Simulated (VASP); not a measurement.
# BaCd3Se4 (Fmmm) in VASP: relaxation of cell and atoms with PBE

Aim: the relaxation of cell and atoms of BaCd3Se4 with PBE.

Program: VASP 6.6.1. These are calculated values, not measurements. Logs are shortened: lines on timing, memory, paths and dates and some standing lists are left out, and cuts for length are marked.

## Step 1: The cell of the first run

Symmetry: Fmmm, No. 69, orthorhombic system. The conventional cell has a = 8.347 Å, b = 8.973 Å, c = 13.003 Å, α = 90.00°, β = 90.00°, γ = 90.00°. Ba (site symmetry mmm) has 6 Se at 2.43 to 3.06 Å within 3.2 Å. Cd (site symmetry 2/m) has 6 Se at 3.26 to 3.86 Å and 2 Ba at 3.95 Å and 4 Cd at 3.95 to 4.17 Å within 4.3 Å. Within 2.7 Å of Cd (site symmetry mmm) lie 2 Se at 2.05 Å. Se (site symmetry m2m) has 1 Cd at 2.05 Å and 2 Se at 2.10 Å and 1 Ba at 2.43 Å within 2.7 Å. Se (site symmetry 2/m) has 2 Se at 2.10 Å within 2.8 Å.

The cell was generated, and may not be a known phase.

## Step 2: Relaxation of cell and atoms, PBE

INCAR reads:

```
SYSTEM = BaCd3Se4
PREC = Accurate ; ENCUT = 600
EDIFF = 1E-7 ; ISMEAR = 0
SIGMA = 0.15 ; LREAL = .False.
LASPH = .True. ; NELM = 100
ALGO = Normal ; ISIF = 3
LWAVE = .False. ; LCHARG = .False.
GGA = PE ; IBRION = 2
NSW = 36 ; EDIFFG = -0.08
```

KPOINTS reads:

```
Automatic mesh
0
Gamma
  2 2 2
  0 0 0
```

POSCAR reads:

```
BaCd3Se4
1.0
    0.0000000000      4.4864803400      6.5012784600
    4.1732551800      0.0000000000      6.5012784600
    4.1732551800      4.4864803400      0.0000000000
Ba Cd Se
1 3 4
Direct
    0.0000000000      0.0000000000      0.0000000000
    0.5000000000      0.0000000000      0.0000000000
    0.0000000000      0.5000000000      0.5000000000
    0.5000000000      0.5000000000      0.5000000000
    0.7287179300      0.2712820700      0.7287179300
    0.2712820700      0.7287179300      0.2712820700
    0.5000000000      0.5000000000      0.0000000000
    0.0000000000      0.0000000000      0.5000000000
```

Potentials or basis: VASP PAW PBE potentials, release 64 (Ba_sv, Cd, Se).

Started as:

```sh
$ cat potpaw_PBE.64/Ba_sv/POTCAR potpaw_PBE.64/Cd/POTCAR potpaw_PBE.64/Se/POTCAR > POTCAR
$ mpirun -np 1 vasp_std > vasp.out
```

OUTCAR:

```text
SYSTEM = BaCd3Se4
   PREC = Accurate
   ENCUT = 600
   EDIFF = 1E-7
   ISMEAR = 0
   LREAL = .False.
   LASPH = .True.
   NELM = 100
   ISIF = 3
   GGA = PE
   IBRION = 2
   NSW = 36
   EDIFFG = -0.08

 ion  position               nearest neighbor table
   1  0.000  0.000  0.000-   5 2.43   6 2.43   8 3.06   8 3.06   7 3.06   7 3.06   3 3.95   3 3.95
                             2 3.95   2 3.95   4 4.17   4 4.17
   2  0.500  0.000  0.000-   5 3.26   6 3.26   1 3.95   1 3.95
   3  0.000  0.500  0.500-   5 3.26   6 3.26   1 3.95   1 3.95
   4  0.500  0.500  0.500-   5 2.05   6 2.05   7 3.06   7 3.06   8 3.06   8 3.06   1 4.17   1 4.17

   5  0.729  0.271  0.729-   4 2.05   7 2.10   8 2.10   1 2.43   3 3.26   2 3.26
   6  0.271  0.729  0.271-   4 2.05   7 2.10   8 2.10   1 2.43   3 3.26   2 3.26
   7  0.500  0.500  0.000-   5 2.10   6 2.10   4 3.06   4 3.06   1 3.06   1 3.06
   8  0.000  0.000  0.500-   5 2.10   6 2.10   1 3.06   1 3.06   4 3.06   4 3.06

  LATTYP: Found a face centered orthorhombic cell.
 ALAT       =     8.3465103600
 B/A-ratio  =     1.0750553576
 C/A-ratio  =     1.5578435010

  Lattice vectors:

 A1 = (   0.0000000000,   4.4864803400,   6.5012784600)
 A2 = (   4.1732551800,   0.0000000000,   6.5012784600)
 A3 = (   4.1732551800,   4.4864803400,   0.0000000000)

Analysis of symmetry for initial positions (statically):
=====================================================================
 Subroutine PRICEL returns:
 Original cell was already a primitive cell.

 Routine SETGRP: Setting up the symmetry group for a
 face centered orthorhombic supercell.

 Subroutine GETGRP returns: Found  8 space group operations
 (whereof  8 operations were pure point group operations)
 out of a pool of  8 trial point group operations.

The static configuration has the point symmetry D_2h.

Analysis of symmetry for dynamics (positions and initial velocities):
=====================================================================
 Subroutine PRICEL returns:
 Original cell was already a primitive cell.

 Routine SETGRP: Setting up the symmetry group for a
 face centered orthorhombic supercell.

 Subroutine GETGRP returns: Found  8 space group operations
 (whereof  8 operations were pure point group operations)
 out of a pool of  8 trial point group operations.

The dynamic configuration has the point symmetry D_2h.

 Subroutine INISYM returns: Found  8 space group operations
 (whereof  8 operations are pure point group operations),
 and found     1 'primitive' translations

----------------------------------------------------------------------------------------

                                     Primitive cell

  volume of cell :     243.4498

  direct lattice vectors                    reciprocal lattice vectors
     0.000000000  4.486480340  6.501278460    -0.119810550  0.111445936  0.076907950
     4.173255180  0.000000000  6.501278460     0.119810550 -0.111445936  0.076907950
     4.173255180  4.486480340  0.000000000     0.119810550  0.111445936 -0.076907950

  length of vectors
     7.899058644  7.725456647  6.127361964     0.180802648  0.180802648  0.180802648

  position of ions in fractional coordinates (direct lattice)
     0.000000000  0.000000000  0.000000000
     0.500000000  0.000000000  0.000000000
     0.000000000  0.500000000  0.500000000
     0.500000000  0.500000000  0.500000000
     0.728717930  0.271282070  0.728717930
     0.271282070  0.728717930  0.271282070
     0.500000000  0.500000000  0.000000000
     0.000000000  0.000000000  0.500000000

  ion indices of the primitive-cell ions
   primitive index   ion index
                 1           1
                 2           2
                 3           3
                 4           4
                 5           5
                 6           6
                 7           7
                 8           8

----------------------------------------------------------------------------------------

 KPOINTS: Automatic mesh

Automatic generation of k-mesh.
 Grid dimensions read from file:
 generate k-points for:    2    2    2

 Generating k-lattice:

  Cartesian coordinates                     Fractional coordinates (reciprocal lattice)
    -0.059905275  0.055722968  0.038453975     0.500000000  0.000000000  0.000000000
     0.059905275 -0.055722968  0.038453975     0.000000000  0.500000000  0.000000000
     0.059905275  0.055722968 -0.038453975     0.000000000  0.000000000  0.500000000

  Length of vectors
     0.090401324  0.090401324  0.090401324

  Shift w.r.t. Gamma in fractional coordinates (k-lattice)
     0.000000000  0.000000000  0.000000000

 Subroutine IBZKPT returns following result:
 ===========================================

 Found      5 irreducible k-points:

 Following reciprocal coordinates:
            Coordinates               Weight
  0.000000  0.000000  0.000000      1.000000
  0.500000  0.000000  0.000000      4.000000
  0.500000  0.500000  0.000000      1.000000
  0.500000  0.000000  0.500000      1.000000
  0.000000  0.500000  0.500000      1.000000
   k-points           NKPTS =      5   k-points in BZ     NKDIM =      5   number of bands    NBANDS=     42
   number of dos      NEDOS =    301   number of ions     NIONS =      8
   total plane-waves  NPLWV = 204800
   dimension x,y,z NGX =    64 NGY =   64 NGZ =   50
   dimension x,y,z NGXF=   128 NGYF=  128 NGZF=  100
   ions per type =               1   3   4
   NGX,Y,Z   is equivalent  to a cutoff of  13.47, 13.77, 13.57 a.u.
   NGXF,Y,Z  is equivalent  to a cutoff of  26.94, 27.54, 27.13 a.u.
 SYSTEM =  BaCd3Se4
   PREC   = accura    normal or accurate (medium, high low for compatibility)
   ISTART =      0    job   : 0-new  1-cont  2-samecut
   ICHARG =      2    charge: 1-file 2-atom 10-const
   ISPIN  =      1    spin polarized calculation?
   LNONCOLLINEAR =      F non collinear calculations
   LSORBIT =      F    spin-orbit coupling
   LASPH  =      T    aspherical Exc in radial PAW
   ENCUT  =  600.0 eV  44.10 Ry    6.64 a.u.  15.78 15.43 12.24*2*pi/ulx,y,z
   NELM   =    100;   NELMIN=  2; NELMDL= -5     # of ELM steps
   EDIFF  = 0.1E-06   stopping-criterion for ELM
   LREAL  =      F    real-space projection
   EDIFFG = -.8E-01   stopping-criterion for IOM
   NSW    =     36    number of steps for IOM
   IBRION =      2    ionic relax: 0-MD 1-quasi-New 2-CG
   NFREE  =      1    steps in history (QN), initial steepest desc. (CG)
   ISIF   =      3    stress and relaxation
   ISYM   =      2    0-nonsym 1-usesym 2-fastsym
   POTIM  = 0.5000    time-step for ionic-motion
   TEBEG  =    0.0;   TEEND  =   0.0 temperature during run
   PSTRESS=    0.0 pullay stress
   NELECT =      70.0000    total number of electrons
   NUPDOWN=      -1.0000    fix difference up-down
   EMIN   =  10.00;   EMAX   =-10.00  energy-range for DOS
   EFERMI =   0.00;   METHOD = LEGACY
   ISMEAR =     0;   SIGMA  =   0.15  broadening in eV -4-tet -1-fermi 0-gaus
   EFERMI_NEDOS =   21; number of points for ismear=-14 and -15
   IALGO  =     38    algorithm
   IMIX   =      4    mixing-type and parameters
     AMIX     =   0.40;   BMIX     =  1.00
     AMIX_MAG =   1.60;   BMIX_MAG =  1.00
  volume/ion in A,a.u.               =      30.43       205.36
  Fermi-wavevector in a.u.,A,eV,Ry     =   1.080532  2.041910 15.885478  1.167550
  Thomas-Fermi vector in A             =   2.216526
   LORBIT       =      0    0 simple, 1 ext, 2 COOP (PROOUT), +10 PAW based schemes
   GGA     = PE    functional components
   LHFCALC =     F    Hartree Fock is set to
   AEXX    =    0.0000 exact exchange contribution
   IVDW    =     0    specifies the selected vdW correction
   LEPSILON=     F    determine dielectric tensor
   LRPA    =     F    only Hartree local field effects (RPA)
 conjugate gradient relaxation of ions
 non-spin polarized calculation
 Gauss-broadening in eV      SIGMA  =   0.15
  energy-cutoff  :      600.00
  volume of cell :      243.45
 maximum number of plane-waves:      8158
 NGX is ok and might be reduce to    64
   NGX = 31   NGY = 31   NGZ = 25

--------------------------------------- Ionic step        1  -------------------------------------------

 number of electron      70.0000001 magnetization

 Free energy of the ion-electron system (eV)
  ---------------------------------------------------
  ext. energy  EPLUGINS =         0.00000000
  ---------------------------------------------------
  free energy    TOTEN  =        -3.44834130 eV

  energy without entropy =       -3.40397753  energy(sigma->0) =       -3.42615941

------------------------ aborting loop because EDIFF is reached ----------------------------------------

  FORCE on cell =-STRESS in cart. coord.  units (eV):
  Direction    XX          YY          ZZ          XY          YZ          ZX
  --------------------------------------------------------------------------------------
  -------------------------------------------------------------------------------------
  Total       81.1199302     85.4888889      2.5618766      0.0000000      0.0000000      0.0000000
  in kB      533.8615914    562.6143189     16.8600675      0.0000000      0.0000000      0.0000000
  external PRESSURE =     371.1119926 kB  Pullay stress =       0.0000000 kB
[... 107 lines left out ...]
  FREE ENERGIE OF THE ION-ELECTRON SYSTEM (eV)
  ---------------------------------------------------
  free  energy   TOTEN  =       -18.3305070308 eV

  energy  without entropy=      -18.2647135671  energy(sigma->0) =      -18.29761030

 E-fermi :  -0.0119     XC(G=0):  -6.7831

 val. band max:       -0.0473940964   @ k =   0.5000   0.5000   0.0000
 cond. band min:      -0.0013547971   @ k =   0.5000   0.0000   0.5000
 fundamental gap:      0.0460392993
 Fermi energy:        -0.0119098864

 k-point     1 :       0.0000    0.0000    0.0000
  band No.  band energies     occupation
      1     -29.0629      2.00000
      2     -14.7382      2.00000
      3     -14.3149      2.00000
      4     -14.1521      2.00000
      5     -14.1115      2.00000
      6     -12.8618      2.00000
[... 214 lines left out ...]
     41       2.7999      0.00000
     42       2.8334      0.00000

[... ionic steps 4 to 15 ...]

--------------------------------------- Ionic step       16  -------------------------------------------

 number of electron      70.0000005 magnetization

------------------------ aborting loop because EDIFF is reached ----------------------------------------

  FORCE on cell =-STRESS in cart. coord.  units (eV):
  Direction    XX          YY          ZZ          XY          YZ          ZX
  --------------------------------------------------------------------------------------
  -------------------------------------------------------------------------------------
  Total        0.0224487      0.1197154     -0.2032258      0.0000000      0.0000000      0.0000000
  in kB        0.1015301      0.5414437     -0.9191408      0.0000000      0.0000000      0.0000000
  external PRESSURE =      -0.0920557 kB  Pullay stress =       0.0000000 kB
[... 69 lines left out ...]
  energy  without entropy=      -18.8748284790  energy(sigma->0) =      -18.87653170

--------------------------------------- Ionic step       18  -------------------------------------------

 number of electron      70.0000005 magnetization

 Free energy of the ion-electron system (eV)
  ---------------------------------------------------
  ext. energy  EPLUGINS =         0.00000000
  ---------------------------------------------------
  free energy    TOTEN  =       -18.87946405 eV

  energy without entropy =      -18.87574821  energy(sigma->0) =      -18.87760613

 E-fermi :   0.4778     XC(G=0):  -7.0280

 val. band max:        0.2710022065   @ k =   0.5000   0.0000   0.5000
 cond. band min:       0.6980728731   @ k =   0.0000   0.5000   0.5000
 fundamental gap:      0.4270706667
 Fermi energy:         0.4778115754

 k-point     1 :       0.0000    0.0000    0.0000
  band No.  band energies     occupation
      1     -28.9082      2.00000
      2     -14.5129      2.00000
      3     -14.1505      2.00000
      4     -13.9657      2.00000
      5     -13.9500      2.00000
      6     -12.7994      2.00000
[... 249 lines left out ...]
  FREE ENERGIE OF THE ION-ELECTRON SYSTEM (eV)
  ---------------------------------------------------
  free  energy   TOTEN  =       -18.8794640540 eV

  energy  without entropy=      -18.8757482069  energy(sigma->0) =      -18.87760613

 reached required accuracy - stopping structural energy minimisation
```

Run time: 35 min. Hardware: 1 thread of Intel Xeon Platinum 8375C at 2.90GHz (Ice Lake), shared host; peak memory 0.55 GiB.

Results:

```yaml
Free_energy: -18.8795 eV
Relaxed_volume: 44.28 Å³/atom
Relaxed_cell: a = 8.082 Å, b = 8.020 Å, c = 7.751 Å, α = 61.63°, β = 60.83°, γ = 57.55°
Space_group_after_relaxing_to_0.1_Å: Fmmm (No. 69)
Energy_gained_by_relaxing: 1928.9 meV/atom
Ionic_steps: 18
Pressure_after_relaxing: -0.1 GPa
Largest_force_after_relaxing: 0.011 eV/Å
Band_gap_on_the_k_mesh: 0.43 eV (least direct gap 0.46 eV)
```

Forces in eV/Å, atoms in the order of the input:
```
Ba   0.000  0.000  0.000
Cd   0.000  0.000  0.000
Cd   0.000  0.000  0.000
Cd   0.000  0.000  0.000
Se   0.000  0.011  0.000
Se   0.000 -0.011  0.000
Se   0.000  0.000  0.000
Se   0.000  0.000  0.000
```

Step by step:
```
step  energy change (eV)  largest force (eV/Å)  pressure (GPa)  volume (Å³)
   1              0.0000                0.3556           37.11       243.45
   2            -11.7846                0.1666           -3.32       557.93
   3            -14.8822                1.1510            0.03       384.78
   4            -14.8820                1.0841           -0.34       390.77
   5            -15.2196                0.7312           -0.71       389.85
   6            -15.2477                0.4511           -0.69       389.43
   7            -15.2486                0.3969           -0.68       389.34
   8            -15.2911                0.0331           -0.14       378.08
   9            -15.2930                0.1474            0.00       375.40
  10            -15.3302                0.1103            0.02       369.12
  11            -15.3472                0.0527            0.10       362.03
  12            -15.3723                0.0517            0.04       359.48
  13            -15.4082                0.0387            0.06       351.60
  14            -15.4092                0.0432            0.03       353.11
  15            -15.4227                0.1136            0.01       353.65
  16            -15.4281                0.1986           -0.01       354.25
  17            -15.4299                0.1292           -0.04       354.24
  18            -15.4311                0.0106           -0.08       354.23
```

Final structure:
```cif
data_structure
_symmetry_space_group_name_H-M 'P 1'
_symmetry_Int_Tables_number 1
_cell_length_a 8.0816
_cell_length_b 8.0198
_cell_length_c 7.7508
_cell_angle_alpha 61.626
_cell_angle_beta 60.825
_cell_angle_gamma 57.549
_cell_volume 354.23
loop_
_atom_site_label
_atom_site_type_symbol
_atom_site_fract_x
_atom_site_fract_y
_atom_site_fract_z
_atom_site_occupancy
Ba1 Ba 0.00000 0.00000 0.00000 1
Cd1 Cd 0.50000 0.00000 0.00000 1
Cd2 Cd 0.00000 0.50000 0.50000 1
Cd3 Cd 0.50000 0.50000 0.50000 1
Se1 Se 0.72134 0.27866 0.72134 1
Se2 Se 0.27866 0.72134 0.27866 1
Se3 Se 0.50000 0.50000 0.00000 1
Se4 Se 0.00000 0.00000 0.50000 1
```

Levels at points of the mesh, in eV from the valence-band top:
| k point | band 31 | band 32 | band 33 | band 34 | band 35 | band 36 | band 37 | band 38 | band 39 | band 40 |
| --- | --- | --- | --- | --- | --- | --- | --- | --- | --- | --- |
| (0.00, 0.00, 0.00) | -1.43 | -1.23 | -0.63 | -0.27 | -0.14 | 0.76 | 0.84 | 1.20 | 2.13 | 2.47 |
| (0.50, 0.00, 0.00) | -0.91 | -0.78 | -0.67 | -0.62 | -0.56 | 0.61 | 1.73 | 1.91 | 2.11 | 2.29 |
| (0.50, 0.50, 0.00) | -1.50 | -0.77 | -0.62 | -0.25 | -0.18 | 0.54 | 0.63 | 0.71 | 1.28 | 2.05 |
| (0.50, 0.00, 0.50) | -1.37 | -1.28 | -1.01 | -0.57 | 0.00 | 0.46 | 0.83 | 0.84 | 1.44 | 2.46 |
| (0.00, 0.50, 0.50) | -1.30 | -0.94 | -0.86 | -0.55 | -0.10 | 0.43 | 0.84 | 1.03 | 1.76 | 2.73 |

Caveat: the k points lie up to 0.49 Å⁻¹ apart in the final cell; the volume moved by over 15 % at a fixed basis, so the end points are rough; semilocal functionals underestimate gaps, and a narrow one can read as zero; spin-orbit coupling is left out, which moves the levels of the heavy elements. A k mesh can miss the band edges.
